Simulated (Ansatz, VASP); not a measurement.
# SiNi: VASP beside Ansatz

Contents of INCAR:

```
SYSTEM = SiNi
PREC = Accurate
ENCUT = 520
EDIFF = 1E-6
ISMEAR = 0
SIGMA = 0.15
LREAL = .FALSE.
LASPH = .TRUE.
NELM = 100
ALGO = Fast
ISIF = 2
LWAVE = .FALSE.
LCHARG = .TRUE.
GGA = PS
LELF = .TRUE.
LVHAR = .TRUE.
NBANDS = 38
```

Contents of KPOINTS:

```
regular mesh
0
G
  8 12 8
  0 0 0
```

POSCAR

```
SiNi
1.0
    5.0878282843      0.0000000000      0.0000000000
    0.0000000000      3.2906160612      0.0000000000
    0.0000000000      0.0000000000      5.5278301702
Si Ni
4 4
Direct
    0.3214276657      0.7500000000      0.0865554855
    0.1785723343      0.2500000000      0.5865554855
    0.8214276657      0.7500000000      0.4134445145
    0.6785723343      0.2500000000      0.9134445145
    0.0093007310      0.2500000000      0.1873863638
    0.4906992690      0.7500000000      0.6873863638
    0.5093007310      0.2500000000      0.3126136362
    0.9906992690      0.7500000000      0.8126136362
```

Input for Ansatz:

```yaml
crystal:
  lattice:
    - [5.0878282843, 0.0, 0.0]
    - [0.0, 3.2906160612, 0.0]
    - [0.0, 0.0, 5.5278301702]
  atoms:
    - { symbol: Si, position: [0.3214276657, 0.75, 0.0865554855] }
    - { symbol: Si, position: [0.1785723343, 0.25, 0.5865554855] }
    - { symbol: Si, position: [0.8214276657, 0.75, 0.4134445145] }
    - { symbol: Si, position: [0.6785723343, 0.25, 0.9134445145] }
    - { symbol: Ni, position: [0.009300731, 0.25, 0.1873863638] }
    - { symbol: Ni, position: [0.490699269, 0.75, 0.6873863638] }
    - { symbol: Ni, position: [0.509300731, 0.25, 0.3126136362] }
    - { symbol: Ni, position: [0.990699269, 0.75, 0.8126136362] }
basis:
  ecutwfc: 420
kpoints:
  mp_grid: { grid: [8, 12, 8] }
hamiltonian:
  xc: pbesol
scf:
  occupations: { method: gaussian, width: 0.15 }
output:
  forces: true
  stress: true
  eigenvalues: true
```

Change from the starting cell: strain -0.0200 x Voigt [0, 1, 0, 0, 0, 0], atoms carried along.

Alike in both runs: task single point; functional PBEsol; k mesh 8 × 12 × 8; occupations gaussian, width 0.15 eV; no spin polarisation.

```csv
,VASP,Ansatz
version,VASP 6.6.1,Ansatz 0.2.0
potentials or method,"VASP PAW PBE potentials, release 64 (Si, Ni), cutoff 520 eV","scalar-relativistic, plane waves, PAW"
valence electrons in the cell,56,88
```

Ansatz gave:

| Quantity | Value |
| --- | --- |
| gap on the k mesh at the Fermi level (eV) | none |
| pressure (GPa) | 4.2 |
| traceless stress, the component that is largest in VASP (GPa) | 1.98 |
| rms of the force components (eV/Å) | 0.070 |

Problem. Estimate VASP's values.

Solution. gap on the k mesh at the Fermi level (eV): none; pressure (GPa): 4.0; traceless stress, the component that is largest in VASP (GPa): 1.87; rms of the force components (eV/Å): 0.070.

VASP's potentials were made for PBE, not for PBEsol. Atom by atom the forces differ by 0.005 eV/Å (rms over components). A gap of «none» marks a metal or a gap that the smearing closes. VASP's potentials hold 56 valence electrons a cell and Ansatz's 88, so a difference there can come from the potentials and not from the codes.
